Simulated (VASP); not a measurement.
# H4C2O in VASP: notebook

Runs on H4C2O. Level: PBE+D3(BJ). Tasks: single point.

All numbers are computed with VASP 6.6.1; they aren't measurements. Logs are shortened: lines on timing, memory, paths and dates and some standing lists are left out, and cuts for length are marked.

## Step 1: The cell of the first run

The cell holds an amorphous packing of atoms, 21 atoms: a = 6.887 Å, b = 6.887 Å, c = 6.887 Å, α = 90.00°, β = 90.00°, γ = 90.00°.

## Step 2: Single point, PBE+D3(BJ)

INCAR

```
ALGO = Normal
EDIFF = 1E-6
ENCUT = 520
GGA = PE
ISIF = 2
ISMEAR = -1
IVDW = 12
LASPH = True
LCHARG = True
LELF = True
LREAL = Auto
LVHAR = True
LWAVE = False
NBANDS = 43
NELM = 100
PREC = Accurate
SIGMA = 0.05
```

KPOINTS

```
k-points
0
Gamma
  1 1 1
```

POSCAR

```
H4C2O
1.0
    6.8873110000      0.0000000000      0.0000000000
    0.0000000000      6.8873110000      0.0000000000
    0.0000000000      0.0000000000      6.8873110000
C H O
6 12 3
Direct
    0.1292298718      0.9476961211      0.0330586467
    0.6876420549      0.2204788313      0.8281960115
    0.8432372414      0.5246572381      0.3719945456
    0.2394840279      0.5157398261      0.6953989370
    0.6701144282      0.7398429108      0.8676155238
    0.6836593936      0.0168690692      0.3775715277
    0.2496786092      1.0190461035      0.1086967910
    0.0078081494      0.9301661791      0.1341949266
    0.1775927160      0.8053774334     -0.0189789199
    0.0832793505      1.0362148748     -0.0905946633
    0.7385689834      0.2153941271      0.9790279956
    0.5421132429      0.1573740663      0.8171025343
    0.7888007065      0.1391547543      0.7361489135
    0.6840566609      0.3720062763      0.7782601514
    0.8799928723      0.3702420480      0.3872738856
    0.8060899777      0.5853906541      0.5141615352
    0.7189446349      0.5396200193      0.2743771893
    0.9679806421      0.6032187710      0.3119901139
    0.1444587755      0.3893106986      0.7416902505
    0.5725428236      0.7392137617      1.0005654592
    0.5200838370      0.0070089358      0.3956306448
```

Potentials or basis: VASP PAW PBE potentials, release 64 (C, H, O).

On the command line:

```
$ cat potpaw_PBE.64/C/POTCAR potpaw_PBE.64/H/POTCAR potpaw_PBE.64/O/POTCAR > POTCAR
$ mpirun -np 1 vasp_gam > vasp.out
```

OUTCAR:

```text
EDIFF = 1E-6
   ENCUT = 520
   GGA = PE
   ISIF = 2
   ISMEAR = -1
   IVDW = 12
   LASPH = True
   LREAL = Auto
   NELM = 100
   PREC = Accurate
 IVDW          = 12

 ion  position               nearest neighbor table
   1  0.129  0.948  0.033-  10 1.09   8 1.10   9 1.10   7 1.10
   2  0.688  0.220  0.828-  12 1.10  13 1.10  11 1.10  14 1.10
   3  0.843  0.525  0.372-  17 1.09  16 1.10  18 1.10  15 1.10
   4  0.239  0.516  0.695-  19 1.13
   5  0.670  0.740  0.868-  20 1.14
   6  0.684  0.017  0.378-  21 1.14
   7  0.250  0.019  0.109-   1 1.10
   8  0.008  0.930  0.134-   1 1.10
   9  0.178  0.805  0.981-   1 1.10
[... 10 lines left out ...]
  20  0.573  0.739  0.001-   5 1.14
  21  0.520  0.007  0.396-   6 1.14

  LATTYP: Found a simple cubic cell.
 ALAT       =     6.8873110000

  Lattice vectors:

 A1 = (   6.8873110000,   0.0000000000,   0.0000000000)
 A2 = (   0.0000000000,   6.8873110000,   0.0000000000)
 A3 = (   0.0000000000,   0.0000000000,   6.8873110000)

Analysis of symmetry for initial positions (statically):
=====================================================================
 Subroutine PRICEL returns:
 Original cell was already a primitive cell.

 Routine SETGRP: Setting up the symmetry group for a
 simple cubic supercell.

 Subroutine GETGRP returns: Found  1 space group operations
 (whereof  1 operations were pure point group operations)
 out of a pool of 48 trial point group operations.

The static configuration has the point symmetry C_1 .

Analysis of symmetry for dynamics (positions and initial velocities):
=====================================================================
 Subroutine PRICEL returns:
 Original cell was already a primitive cell.

 Routine SETGRP: Setting up the symmetry group for a
 simple cubic supercell.

 Subroutine GETGRP returns: Found  1 space group operations
 (whereof  1 operations were pure point group operations)
 out of a pool of 48 trial point group operations.

The dynamic configuration has the point symmetry C_1 .

 Subroutine INISYM returns: Found  1 space group operations
 (whereof  1 operations are pure point group operations),
 and found     1 'primitive' translations

----------------------------------------------------------------------------------------

                                     Primitive cell

  volume of cell :     326.7000

  direct lattice vectors                    reciprocal lattice vectors
     6.887311000  0.000000000  0.000000000     0.145194547  0.000000000  0.000000000
     0.000000000  6.887311000  0.000000000     0.000000000  0.145194547  0.000000000
     0.000000000  0.000000000  6.887311000     0.000000000  0.000000000  0.145194547

  length of vectors
     6.887311000  6.887311000  6.887311000     0.145194547  0.145194547  0.145194547

  position of ions in fractional coordinates (direct lattice)
     0.129229872  0.947696121  0.033058647
     0.687642055  0.220478831  0.828196011
     0.843237241  0.524657238  0.371994546
     0.239484028  0.515739826  0.695398937
     0.670114428  0.739842911  0.867615524
     0.683659394  0.016869069  0.377571528
[... 13 lines left out ...]
     0.572542824  0.739213762  0.000565459
     0.520083837  0.007008936  0.395630645

  ion indices of the primitive-cell ions
   primitive index   ion index
                 1           1
                 2           2
                 3           3
                 4           4
                 5           5
                 6           6
[... 13 lines left out ...]
                20          20
                21          21

----------------------------------------------------------------------------------------

 KPOINTS: k-points

Automatic generation of k-mesh.
 Grid dimensions read from file:
 generate k-points for:    1    1    1

 Generating k-lattice:

  Cartesian coordinates                     Fractional coordinates (reciprocal lattice)
     0.145194547  0.000000000  0.000000000     1.000000000  0.000000000  0.000000000
     0.000000000  0.145194547  0.000000000     0.000000000  1.000000000  0.000000000
     0.000000000  0.000000000  0.145194547     0.000000000  0.000000000  1.000000000

  Length of vectors
     0.145194547  0.145194547  0.145194547

  Shift w.r.t. Gamma in fractional coordinates (k-lattice)
     0.000000000  0.000000000  0.000000000

 Subroutine IBZKPT returns following result:
 ===========================================

 Found      1 irreducible k-points:

 Following reciprocal coordinates:
            Coordinates               Weight
  0.000000  0.000000  0.000000      1.000000
   k-points           NKPTS =      1   k-points in BZ     NKDIM =      1   number of bands    NBANDS=     43
   number of dos      NEDOS =    301   number of ions     NIONS =     21
   total plane-waves  NPLWV = 157464
   dimension x,y,z NGX =    54 NGY =   54 NGZ =   54
   dimension x,y,z NGXF=   108 NGYF=  108 NGZF=  108
   ions per type =               6  12   3
   NGX,Y,Z   is equivalent  to a cutoff of  13.03, 13.03, 13.03 a.u.
   NGXF,Y,Z  is equivalent  to a cutoff of  26.07, 26.07, 26.07 a.u.
 SYSTEM =  unknown system
   PREC   = accura    normal or accurate (medium, high low for compatibility)
   ISTART =      0    job   : 0-new  1-cont  2-samecut
   ICHARG =      2    charge: 1-file 2-atom 10-const
   ISPIN  =      1    spin polarized calculation?
   LNONCOLLINEAR =      F non collinear calculations
   LSORBIT =      F    spin-orbit coupling
   LASPH  =      T    aspherical Exc in radial PAW
   ENCUT  =  520.0 eV  38.22 Ry    6.18 a.u.  12.81 12.81 12.81*2*pi/ulx,y,z
   NELM   =    100;   NELMIN=  2; NELMDL= -5     # of ELM steps
   EDIFF  = 0.1E-05   stopping-criterion for ELM
   LREAL  =      T    real-space projection
   EDIFFG = 0.1E-04   stopping-criterion for IOM
   NSW    =      0    number of steps for IOM
   IBRION =     -1    ionic relax: 0-MD 1-quasi-New 2-CG
   NFREE  =      0    steps in history (QN), initial steepest desc. (CG)
   ISIF   =      2    stress and relaxation
   ISYM   =      2    0-nonsym 1-usesym 2-fastsym
   POTIM  = 0.5000    time-step for ionic-motion
   TEBEG  =    0.0;   TEEND  =   0.0 temperature during run
   PSTRESS=    0.0 pullay stress
   NELECT =      54.0000    total number of electrons
   NUPDOWN=      -1.0000    fix difference up-down
   EMIN   =  10.00;   EMAX   =-10.00  energy-range for DOS
   EFERMI =   0.00;   METHOD = LEGACY
   ISMEAR =    -1;   SIGMA  =   0.05  broadening in eV -4-tet -1-fermi 0-gaus
   EFERMI_NEDOS =   21; number of points for ismear=-14 and -15
   IALGO  =     38    algorithm
   IMIX   =      4    mixing-type and parameters
     AMIX     =   0.40;   BMIX     =  1.00
     AMIX_MAG =   1.60;   BMIX_MAG =  1.00
  volume/ion in A,a.u.               =      15.56       104.98
  Fermi-wavevector in a.u.,A,eV,Ry     =   0.898441  1.697808 10.982580  0.807197
  Thomas-Fermi vector in A             =   2.021151
   LORBIT       =      0    0 simple, 1 ext, 2 COOP (PROOUT), +10 PAW based schemes
   GGA     = PE    functional components
   LHFCALC =     F    Hartree Fock is set to
   AEXX    =    0.0000 exact exchange contribution
   IVDW    =    12    specifies the selected vdW correction
   LEPSILON=     F    determine dielectric tensor
   LRPA    =     F    only Hartree local field effects (RPA)
 non-spin polarized calculation
  energy-cutoff  :      520.00
  volume of cell :      326.70
 maximum number of plane-waves:      4367
 NGX is ok and might be reduce to    50
   NGX = 25   NGY = 25   NGZ = 25

 number of electron      54.0000013 magnetization

 Free energy of the ion-electron system (eV)
  ---------------------------------------------------
  ext. energy  EPLUGINS =         0.00000000
  ---------------------------------------------------
  free energy    TOTEN  =      -116.56542243 eV

  energy without entropy =     -116.56542243  energy(sigma->0) =     -116.56542243

 E-fermi :  -4.9099     XC(G=0):  -5.8618

 val. band max:       -6.1247441088   @ k =   0.0000   0.0000   0.0000
 cond. band min:       0.3724777320   @ k =   0.0000   0.0000   0.0000
 fundamental gap:      6.4972218408
 Fermi energy:        -4.9098841418

 k-point     1 :       0.0000    0.0000    0.0000
  band No.  band energies     occupation
      1     -26.7213      2.00000
      2     -26.7140      2.00000
      3     -26.6589      2.00000
      4     -14.6217      2.00000
      5     -14.3924      2.00000
      6     -14.2859      2.00000
[... 31 lines left out ...]
     38       4.7814      0.00000
     39       4.8812      0.00000
 [bands above 39 left out]

------------------------ aborting loop because EDIFF is reached ----------------------------------------

 Edisp (eV)   -0.76050

 E8    (eV) :    -0.1767

  FORCE on cell =-STRESS in cart. coord.  units (eV):
  Direction    XX          YY          ZZ          XY          YZ          ZX
  --------------------------------------------------------------------------------------
  -------------------------------------------------------------------------------------
  Total       1.53285    -0.13368     0.65449     0.42373    -0.31255    -0.52896
  in kB       7.51729    -0.65557     3.20969     2.07801    -1.53277    -2.59408
  external pressure =        3.36 kB  Pullay stress =        0.00 kB

 VOLUME and BASIS-vectors are now :
 -----------------------------------------------------------------------------
  energy-cutoff  :      520.00
  volume of cell :      326.70
      direct lattice vectors                 reciprocal lattice vectors
     6.887311000  0.000000000  0.000000000     0.145194547  0.000000000  0.000000000
     0.000000000  6.887311000  0.000000000     0.000000000  0.145194547  0.000000000
     0.000000000  0.000000000  6.887311000     0.000000000  0.000000000  0.145194547

 POSITION                                       TOTAL-FORCE (eV/Angst)
 -----------------------------------------------------------------------------------
      0.89005      6.52708      0.22769         0.029566      0.006040      0.023450
      4.73600      1.51851      5.70404         0.034771      0.031123      0.009619
      5.80764      3.61348      2.56204        -0.003269      0.015549     -0.010964
      1.64940      3.55206      4.78943         0.552602      0.722473     -0.284893
      4.61529      5.09553      5.97554         0.479995     -0.008193     -0.662063
      4.70857      0.11618      2.60045         0.898550      0.062646     -0.106506
[... 13 lines left out ...]
      3.94328      5.09120      0.00389        -0.473936     -0.004262      0.656550
      3.58198      0.04827      2.72483        -0.904536     -0.061861      0.096309
 -----------------------------------------------------------------------------------
    total drift:                                0.006141      0.008540      0.004773

  FREE ENERGIE OF THE ION-ELECTRON SYSTEM (eV)
  ---------------------------------------------------
  free  energy   TOTEN  =      -117.3259245983 eV

  energy  without entropy=     -117.3259245982  energy(sigma->0) =     -117.32592460
```

It took 27 s on 1 thread of Intel Xeon 6975P-C (Granite Rapids), shared host; peak memory 0.34 GiB.

Results:

```
Free energy                : -117.3259 eV
Pressure                   : 0.3 GPa
Largest force              : 0.953 eV/Å
Band gap on the k mesh     : 6.50 eV
Dispersion energy per atom : -0.036 eV
```

Forces in eV/Å, atoms in the order of the input:
```
C    0.030  0.006  0.023
C    0.035  0.031  0.010
C   -0.003  0.016 -0.011
C    0.553  0.722 -0.285
C    0.480 -0.008 -0.662
C    0.899  0.063 -0.107
H   -0.016 -0.004 -0.005
H   -0.005  0.011  0.009
H   -0.024 -0.007  0.006
H    0.008  0.009 -0.011
H   -0.008 -0.013 -0.001
H   -0.030  0.001  0.016
H    0.000 -0.013  0.021
H    0.007 -0.018 -0.012
H   -0.004 -0.022  0.012
H   -0.002 -0.001  0.014
H   -0.035  0.000 -0.012
H    0.006  0.004 -0.023
O   -0.511 -0.709  0.265
O   -0.474 -0.004  0.657
O   -0.905 -0.062  0.096
```

Caveat: the k points lie up to 0.91 Å⁻¹ apart.

## Step 3: Single point, PBE+D3(BJ)

INCAR

```
SYSTEM = H4C2O
PREC     = Accurate       ! precision mode
ENCUT    = 520            ! plane-wave cutoff, eV
EDIFF    = 1E-6           ! SCF threshold, eV
ISMEAR   = -1             ! smearing method
SIGMA    = 0.05           ! smearing width, eV
LREAL    = Auto         
LASPH    = .True.         ! aspherical terms in the spheres
NELM     = 100            ! most SCF steps
ALGO     = Normal         ! electronic algorithm
ISIF     = 2              ! what is computed and relaxed
LWAVE    = .False.        ! write WAVECAR
LCHARG   = .False.        ! write CHGCAR
GGA      = PE             ! functional
IVDW     = 12             ! dispersion correction
NBANDS   = 43             ! bands
```

KPOINTS

```
Automatic mesh
0
Gamma
  1 1 1
  0 0 0
```

POSCAR

```
H4C2O
1.0
    6.8873110000      0.0000000000      0.0000000000
    0.0000000000      6.8873110000      0.0000000000
    0.0000000000      0.0000000000      6.8873110000
C H O
6 12 3
Direct
    0.1053096049      0.9669521240      0.0221712073
    0.7336244871      0.2244417306      0.8398488176
    0.7830922692      0.5280435282      0.3943483894
    0.2168190169      0.5365374092      0.6839389132
    0.6531576692      0.6853327808      0.8765394796
    0.6435312708      0.0226793882      0.3755892539
    0.2506348269      0.9275608434      0.0761255009
   -0.0074339608      0.9266315983      0.1243300905
    0.0714357171      0.8864272283     -0.1059484609
    0.1000971206      1.1179399333      0.0006678949
    0.7108579822      0.1377170277      0.9738053066
    0.5979401830      0.2960081228      0.8024031440
    0.7606016339      0.1136292524      0.7310255047
    0.8585353558      0.3184987581      0.8316453257
    0.8379903274      0.3885115686      0.3623184723
    0.6868863625      0.5304973160      0.5192302192
    0.6876849325      0.5538445991      0.2589109160
    0.8946887980      0.6420648058      0.3952195567
    0.2321080027      0.3820504113      0.7422635627
    0.5643421649      0.7395629441      1.0045575116
    0.4819007012      0.0261059795      0.4033068929
```

Potentials or basis: VASP PAW PBE potentials, release 64 (C, H, O).

On the command line:

```
$ cat potpaw_PBE.64/C/POTCAR potpaw_PBE.64/H/POTCAR potpaw_PBE.64/O/POTCAR > POTCAR
$ mpirun -np 1 vasp_gam > vasp.out
```

OUTCAR:

```text
SYSTEM = H4C2O
   PREC = Accurate
   ENCUT = 520
   EDIFF = 1E-6
   ISMEAR = -1
   LREAL = Auto
   LASPH = .True.
   NELM = 100
   ISIF = 2
   GGA = PE
   IVDW = 12
 IVDW          = 12

 ion  position               nearest neighbor table
   1  0.105  0.967  0.022-  10 1.05   9 1.07   8 1.08   7 1.10
   2  0.734  0.224  0.840-  14 1.08  13 1.09  12 1.09  11 1.11
   3  0.783  0.528  0.394-  15 1.06  16 1.09  18 1.10  17 1.15
   4  0.217  0.537  0.684-  19 1.14
   5  0.653  0.685  0.877-  20 1.14
   6  0.644  0.023  0.376-  21 1.13
[... 273 lines left out ...]
  Total       1.95688     2.95928     1.61128    -1.34640     0.86254    -0.93005
  in kB       9.59678    14.51270     7.90190    -6.60293     4.23000    -4.56106
  external pressure =       10.67 kB  Pullay stress =        0.00 kB

 VOLUME and BASIS-vectors are now :
 -----------------------------------------------------------------------------
  energy-cutoff  :      520.00
  volume of cell :      326.70
      direct lattice vectors                 reciprocal lattice vectors
     6.887311000  0.000000000  0.000000000     0.145194547  0.000000000  0.000000000
     0.000000000  6.887311000  0.000000000     0.000000000  0.145194547  0.000000000
     0.000000000  0.000000000  6.887311000     0.000000000  0.000000000  0.145194547

 POSITION                                       TOTAL-FORCE (eV/Angst)
 -----------------------------------------------------------------------------------
      0.72530      6.65970      0.15270         0.462319     -1.175039      0.923350
      5.05270      1.54580      5.78430        -0.597938     -1.145007      0.085646
      5.39340      3.63680      2.71600        -1.656718      1.420312     -2.030702
      1.49330      3.69530      4.71050        -0.001068      0.177231     -0.119064
      4.49850      4.72010      6.03700         0.465572     -0.062306     -0.623761
      4.43220      0.15620      2.58680         1.607123      0.012432     -0.266172
[... 13 lines left out ...]
      3.88680      5.09360      0.03139        -0.495529      0.242858      0.514118
      3.31900      0.17980      2.77770        -1.609637      0.014514      0.269892
 -----------------------------------------------------------------------------------
    total drift:                                0.006312     -0.002997     -0.005996

  FREE ENERGIE OF THE ION-ELECTRON SYSTEM (eV)
  ---------------------------------------------------
  free  energy   TOTEN  =      -116.9070374444 eV

  energy  without entropy=     -116.9070374444  energy(sigma->0) =     -116.90703744
```

OSZICAR:

```text
N       E                     dE             d eps       ncg     rms          rms(c)
DAV:   1     0.400999906356E+03    0.40100E+03   -0.24906E+04    86   0.106E+03
DAV:   2    -0.773108897472E+02   -0.47831E+03   -0.46041E+03   113   0.251E+02
DAV:   3    -0.127985174499E+03   -0.50674E+02   -0.50427E+02   116   0.888E+01
DAV:   4    -0.128894488327E+03   -0.90931E+00   -0.90756E+00   108   0.142E+01
DAV:   5    -0.128912341295E+03   -0.17853E-01   -0.17846E-01   116   0.180E+00    0.195E+01
DAV:   6    -0.118102924729E+03    0.10809E+02   -0.22219E+01    97   0.187E+01    0.967E+00
DAV:   7    -0.116590433770E+03    0.15125E+01   -0.33165E+00   108   0.956E+00    0.535E+00
DAV:   8    -0.116227029032E+03    0.36340E+00   -0.66902E-01   108   0.375E+00    0.224E+00
DAV:   9    -0.116147862965E+03    0.79166E-01   -0.17665E-01   116   0.180E+00    0.505E-01
DAV:  10    -0.116145496321E+03    0.23666E-02   -0.16919E-02   108   0.704E-01    0.290E-01
DAV:  11    -0.116146131143E+03   -0.63482E-03   -0.53591E-03   100   0.402E-01    0.147E-01
DAV:  12    -0.116145581515E+03    0.54963E-03   -0.15745E-03   108   0.183E-01    0.593E-02
DAV:  13    -0.116145526387E+03    0.55128E-04   -0.53615E-04    92   0.101E-01    0.314E-02
DAV:  14    -0.116145472353E+03    0.54034E-04   -0.72032E-05    92   0.473E-02    0.140E-02
DAV:  15    -0.116145461848E+03    0.10504E-04   -0.21136E-05   108   0.234E-02    0.769E-03
DAV:  16    -0.116145459968E+03    0.18803E-05   -0.33240E-06    92   0.979E-03    0.338E-03
DAV:  17    -0.116145459470E+03    0.49858E-06   -0.68762E-07    68   0.472E-03
   1 F= -.11690704E+03 E0= -.11690704E+03  d E =-.195786E-10
```

Wall time 28 s (1 thread of Intel Xeon 6975P-C (Granite Rapids), shared host); peak memory 0.33 GiB.

What came out:

```
Free energy                : -116.9070 eV
Pressure                   : 1.1 GPa
Largest force              : 2.981 eV/Å
Band gap on the k mesh     : 6.08 eV
Dispersion energy per atom : -0.036 eV
```

Forces in eV/Å, atoms in the order of the input:
```
C    0.462 -1.175  0.923
C   -0.598 -1.145  0.086
C   -1.657  1.420 -2.031
C   -0.001  0.177 -0.119
C    0.466 -0.062 -0.624
C    1.607  0.012 -0.266
H   -0.307 -0.077  0.016
H   -0.082 -0.030  0.621
H    0.065 -0.258 -1.067
H   -0.085  1.488 -0.433
H    0.402  0.695  0.000
H   -0.066  0.244 -0.055
H   -0.016 -0.346 -0.528
H    0.206  0.416  0.551
H    0.885 -1.402  0.223
H    0.132  0.015  0.317
H    0.739  0.063  1.335
H   -0.049 -0.186  0.236
O    0.003 -0.106  0.031
O   -0.496  0.243  0.514
O   -1.610  0.015  0.270
```

Stress tensor (GPa, compression positive):
```
 0.96 -0.66 -0.46
-0.66  1.45  0.42
-0.46  0.42  0.79
```

Levels at points of the mesh, in eV from the valence-band top:
```
           k point  band 25  band 26  band 27  band 28  band 29  band 30
(0.00, 0.00, 0.00)    -0.18    -0.04     0.00     6.08     6.45     6.50
```

Caveat: the k points lie up to 0.91 Å⁻¹ apart.

(Part 1 of 2 ends here.)
